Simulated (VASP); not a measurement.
# Mo (P6/mmm) in VASP: further runs

Runs on Mo. Level: PBE. Tasks: single point.

All numbers are computed with VASP 6.6.1; they aren't measurements. Logs are shortened: lines on timing, memory, paths and dates and some standing lists are left out, and cuts for length are marked.

## Step 1: The cell of the first run

Symmetry: P6/mmm, No. 191, hexagonal system. The conventional cell has a = 2.694 Å, b = 2.694 Å, c = 2.555 Å, α = 90.00°, β = 90.00°, γ = 120.00°. Mo (site symmetry 6/mmm) has 8 Mo at 2.56 to 2.69 Å within 3.4 Å.

## Step 2: Single point, PBE (strain -0.015 along x and y, +0.000 along z)

INCAR

```
SYSTEM = Mo
PREC = Accurate
ENCUT = 520
EDIFF = 1E-7
ISMEAR = 0
SIGMA = 0.15
LREAL = .FALSE.
LASPH = .TRUE.
NELM = 100
ALGO = Normal
ISIF = 2
LWAVE = .FALSE.
LCHARG = .TRUE.
GGA = PE
LELF = .TRUE.
LVHAR = .TRUE.
NBANDS = 13
```

KPOINTS

```
Automatic mesh
0
G
  21 21 18
  0 0 0
```

POSCAR

```
Mo
1.0
    2.6944777412      0.0000000000      0.0000000000
   -1.3472388706      2.3334861739      0.0000000000
    0.0000000000      0.0000000000      2.5551807000
Mo
1
Direct
    0.0000000000      0.0000000000      0.5000000000
```

Potentials or basis: VASP PAW PBE potentials, release 64 (Mo_sv).

The run is started by

```
> cat potpaw_PBE.64/Mo_sv/POTCAR > POTCAR
> mpirun -np 1 vasp_std > vasp.out
```

OUTCAR:

```text
SYSTEM = Mo
   PREC = Accurate
   ENCUT = 520
   EDIFF = 1E-7
   ISMEAR = 0
   LREAL = .FALSE.
   LASPH = .TRUE.
   NELM = 100
   ISIF = 2
   GGA = PE

 ion  position               nearest neighbor table
   1  0.000  0.000  0.500-

  LATTYP: Found a hexagonal cell.
 ALAT       =     2.6944777412
 C/A-ratio  =     0.9483027679

  Lattice vectors:

 A1 = (   2.6944777412,   0.0000000000,   0.0000000000)
 A2 = (  -1.3472388706,   2.3334861739,   0.0000000000)
 A3 = (   0.0000000000,   0.0000000000,   2.5551807000)

Analysis of symmetry for initial positions (statically):
=====================================================================
 Subroutine PRICEL returns:
 Original cell was already a primitive cell.

 Routine SETGRP: Setting up the symmetry group for a
 hexagonal supercell.

 Subroutine GETGRP returns: Found 24 space group operations
 (whereof 24 operations were pure point group operations)
 out of a pool of 24 trial point group operations.

The static configuration has the point symmetry D_6h.

Analysis of symmetry for dynamics (positions and initial velocities):
=====================================================================
 Subroutine PRICEL returns:
 Original cell was already a primitive cell.

 Routine SETGRP: Setting up the symmetry group for a
 hexagonal supercell.

 Subroutine GETGRP returns: Found 24 space group operations
 (whereof 24 operations were pure point group operations)
 out of a pool of 24 trial point group operations.

The dynamic configuration has the point symmetry D_6h.

 Subroutine INISYM returns: Found 24 space group operations
 (whereof 24 operations are pure point group operations),
 and found     1 'primitive' translations

----------------------------------------------------------------------------------------

                                     Primitive cell

  volume of cell :      16.0658

  direct lattice vectors                    reciprocal lattice vectors
     2.694477741  0.000000000  0.000000000     0.371129434  0.214271679  0.000000000
    -1.347238871  2.333486174  0.000000000     0.000000000  0.428543358  0.000000000
     0.000000000  0.000000000  2.555180700     0.000000000  0.000000000  0.391361754

  length of vectors
     2.694477741  2.694477741  2.555180700     0.428543358  0.428543358  0.391361754

  position of ions in fractional coordinates (direct lattice)
     0.000000000  0.000000000  0.500000000

  ion indices of the primitive-cell ions
   primitive index   ion index
                 1           1

----------------------------------------------------------------------------------------

 KPOINTS: Automatic mesh

Automatic generation of k-mesh.
 Grid dimensions read from file:
 generate k-points for:   21   21   18

 Generating k-lattice:

  Cartesian coordinates                     Fractional coordinates (reciprocal lattice)
     0.017672830  0.010203413  0.000000000     0.047619048  0.000000000  0.000000000
     0.000000000  0.020406827  0.000000000     0.000000000  0.047619048  0.000000000
     0.000000000  0.000000000  0.021742320     0.000000000  0.000000000  0.055555556

  Length of vectors
     0.020406827  0.020406827  0.021742320

  Shift w.r.t. Gamma in fractional coordinates (k-lattice)
     0.000000000  0.000000000  0.000000000

 Subroutine IBZKPT returns following result:
 ===========================================

 Found    480 irreducible k-points:

 Following reciprocal coordinates:
            Coordinates               Weight
  0.000000  0.000000  0.000000      1.000000
  0.047619 -0.000000  0.000000      6.000000
  0.095238 -0.000000  0.000000      6.000000
  0.142857 -0.000000  0.000000      6.000000
  0.190476 -0.000000  0.000000      6.000000
  0.238095  0.000000  0.000000      6.000000
[... 16 lines left out ...]
  0.142857  0.095238  0.000000     12.000000
  0.190476  0.095238  0.000000     12.000000
 [... further k-points ...]
   k-points           NKPTS =    480   k-points in BZ     NKDIM =    480   number of bands    NBANDS=     13
   number of dos      NEDOS =    301   number of ions     NIONS =      1
   total plane-waves  NPLWV =   8000
   dimension x,y,z NGX =    20 NGY =   20 NGZ =   20
   dimension x,y,z NGXF=    40 NGYF=   40 NGZF=   40
   ions per type =               1
   NGX,Y,Z   is equivalent  to a cutoff of  12.34, 12.34, 13.01 a.u.
   NGXF,Y,Z  is equivalent  to a cutoff of  24.68, 24.68, 26.02 a.u.
 SYSTEM =  Mo
   PREC   = accura    normal or accurate (medium, high low for compatibility)
   ISTART =      0    job   : 0-new  1-cont  2-samecut
   ICHARG =      2    charge: 1-file 2-atom 10-const
   ISPIN  =      1    spin polarized calculation?
   LNONCOLLINEAR =      F non collinear calculations
   LSORBIT =      F    spin-orbit coupling
   LASPH  =      T    aspherical Exc in radial PAW
   ENCUT  =  520.0 eV  38.22 Ry    6.18 a.u.   5.01  5.01  4.75*2*pi/ulx,y,z
   NELM   =    100;   NELMIN=  2; NELMDL= -5     # of ELM steps
   EDIFF  = 0.1E-06   stopping-criterion for ELM
   LREAL  =      F    real-space projection
   EDIFFG = 0.1E-05   stopping-criterion for IOM
   NSW    =      0    number of steps for IOM
   IBRION =     -1    ionic relax: 0-MD 1-quasi-New 2-CG
   NFREE  =      0    steps in history (QN), initial steepest desc. (CG)
   ISIF   =      2    stress and relaxation
   ISYM   =      2    0-nonsym 1-usesym 2-fastsym
   POTIM  = 0.5000    time-step for ionic-motion
   TEBEG  =    0.0;   TEEND  =   0.0 temperature during run
   PSTRESS=    0.0 pullay stress
   NELECT =      14.0000    total number of electrons
   NUPDOWN=      -1.0000    fix difference up-down
   EMIN   =  10.00;   EMAX   =-10.00  energy-range for DOS
   EFERMI =   0.00;   METHOD = LEGACY
   ISMEAR =     0;   SIGMA  =   0.15  broadening in eV -4-tet -1-fermi 0-gaus
   EFERMI_NEDOS =   21; number of points for ismear=-14 and -15
   IALGO  =     38    algorithm
   IMIX   =      4    mixing-type and parameters
     AMIX     =   0.40;   BMIX     =  1.00
     AMIX_MAG =   1.60;   BMIX_MAG =  1.00
  volume/ion in A,a.u.               =      16.07       108.42
  Fermi-wavevector in a.u.,A,eV,Ry     =   1.563689  2.954944 33.267919  2.445123
  Thomas-Fermi vector in A             =   2.666423
   LORBIT       =      0    0 simple, 1 ext, 2 COOP (PROOUT), +10 PAW based schemes
   GGA     = PE    functional components
   LHFCALC =     F    Hartree Fock is set to
   AEXX    =    0.0000 exact exchange contribution
   IVDW    =     0    specifies the selected vdW correction
   LEPSILON=     F    determine dielectric tensor
   LRPA    =     F    only Hartree local field effects (RPA)
 non-spin polarized calculation
 Gauss-broadening in eV      SIGMA  =   0.15
  energy-cutoff  :      520.00
  volume of cell :       16.07
 maximum number of plane-waves:       447
 NGX is ok and might be reduce to    20
   NGX =  9   NGY =  9   NGZ =  9

 number of electron      13.9999999 magnetization

 Free energy of the ion-electron system (eV)
  ---------------------------------------------------
  ext. energy  EPLUGINS =         0.00000000
  ---------------------------------------------------
  free energy    TOTEN  =       -10.02157472 eV

  energy without entropy =      -10.01154810  energy(sigma->0) =      -10.01656141

 E-fermi :  12.0644     XC(G=0): -13.1407

 val. band max:       12.0627967347   @ k =   0.3333   0.1429   0.2778
 cond. band min:      12.0756017487   @ k =   0.3333   0.0000   0.4444
 fundamental gap:      0.0128050140
 Fermi energy:        12.0644444455

 k-point     1 :       0.0000    0.0000    0.0000
  band No.  band energies     occupation
      1     -49.0070      2.00000
      2     -22.2228      2.00000
      3     -22.1868      2.00000
      4     -22.1868      2.00000
      5       5.1625      2.00000
      6       7.5717      2.00000
      7      11.0994      2.00000
      8      11.0994      2.00000
      9      16.2769      0.00000
     10      16.2769      0.00000
     11      25.1714      0.00000
     12      27.6972      0.00000
     13      33.1905      0.00000

 k-point     2 :       0.0476   -0.0000    0.0000
  band No.  band energies     occupation
      1     -49.0013      2.00000
      2     -22.2244      2.00000
      3     -22.2188      2.00000
      4     -22.1952      2.00000
      5       5.2561      2.00000
      6       7.6145      2.00000
      7      11.0027      2.00000
      8      11.1862      2.00000
      9      16.1653      0.00000
     10      16.2593      0.00000
     11      25.3917      0.00000
     12      27.8929      0.00000
     13      32.5853      0.00000

 k-point     3 :       0.0952   -0.0000    0.0000
  band No.  band energies     occupation
      1     -48.9843      2.00000
      2     -22.3331      2.00000
      3     -22.2194      2.00000
      4     -22.2071      2.00000
      5       5.5253      2.00000
      6       7.7404      2.00000
      7      10.7453      2.00000
      8      11.4441      2.00000
      9      15.8570      0.00000
     10      16.2084      0.00000
     11      26.0076      0.00000
     12      28.4486      0.00000
     13      31.3521      0.00000
[... 305 lines left out ...]
 k-point    23 :       0.1429    0.0952    0.0000
  band No.  band energies     occupation
      1     -48.9099      2.00000
      2     -22.7730      2.00000
      3     -22.3458      2.00000
      4     -22.1559      2.00000
      5       6.6432      2.00000
      6       8.3178      2.00000
      7       9.8566      2.00000
      8      12.8053      0.00000
      9      14.7677      0.00000
     10      15.9327      0.00000
     11      27.6120      0.00000
     12      28.4181      0.00000
     13      30.7448      0.00000

 k-point    24 :       0.1905    0.0952    0.0000
  band No.  band energies     occupation
      1     -48.8729      2.00000
      2     -22.9805      2.00000
      3     -22.4100      2.00000
      4     -22.1305      2.00000
      5       7.1226      2.00000
      6       8.4903      2.00000
      7       9.7755      2.00000
      8      13.5698      0.00000
      9      14.3178      0.00000
     10      15.7938      0.00000
     11      26.6846      0.00000
     12      28.1064      0.00000
     13      31.5255      0.00000

 [... further k-points ...]
[... 5 lines left out ...]
  --------------------------------------------------------------------------------------
  -------------------------------------------------------------------------------------
  Total        1.5944081      1.5944081      0.2366300      0.0000000      0.0000000      0.0000000
  in kB      159.0042112    159.0042112     23.5982032      0.0000000      0.0000000      0.0000000
  external PRESSURE =     113.8688752 kB  Pullay stress =       0.0000000 kB

 VOLUME and BASIS-vectors are now :
 -----------------------------------------------------------------------------
  energy-cutoff  :      520.00
  volume of cell :       16.07
      direct lattice vectors                 reciprocal lattice vectors
     2.694477741  0.000000000  0.000000000     0.371129434  0.214271679  0.000000000
    -1.347238871  2.333486174  0.000000000     0.000000000  0.428543358  0.000000000
     0.000000000  0.000000000  2.555180700     0.000000000  0.000000000  0.391361754

 POSITION                                       TOTAL-FORCE (eV/Angst)
 -----------------------------------------------------------------------------------
      0.00000      0.00000      1.27759         0.000000      0.000000      0.000000
 -----------------------------------------------------------------------------------
    total drift:                               -0.000000      0.000000     -0.000000

  FREE ENERGIE OF THE ION-ELECTRON SYSTEM (eV)
  ---------------------------------------------------
  free  energy   TOTEN  =       -10.0215747165 eV

  energy  without entropy=      -10.0115481003  energy(sigma->0) =      -10.01656141
```

Wall time 39 s (1 thread of Intel Xeon Platinum 8559C (Emerald Rapids), shared host); peak memory 0.19 GiB.

Results:

```
Free energy            : -10.0216 eV
Pressure               : 11.4 GPa
Band gap on the k mesh : zero (band 7 reaches 12.96 eV, above the bottom of band 8 at 11.10 eV)
```

Stress tensor (GPa, compression positive):
```
15.90  0.00  0.00
 0.00 15.90  0.00
 0.00  0.00  2.36
```

Caveat: the cell differs from its parent crystal (strain -0.015 along x and y, +0.000 along z).

[end of part 1 of 2]
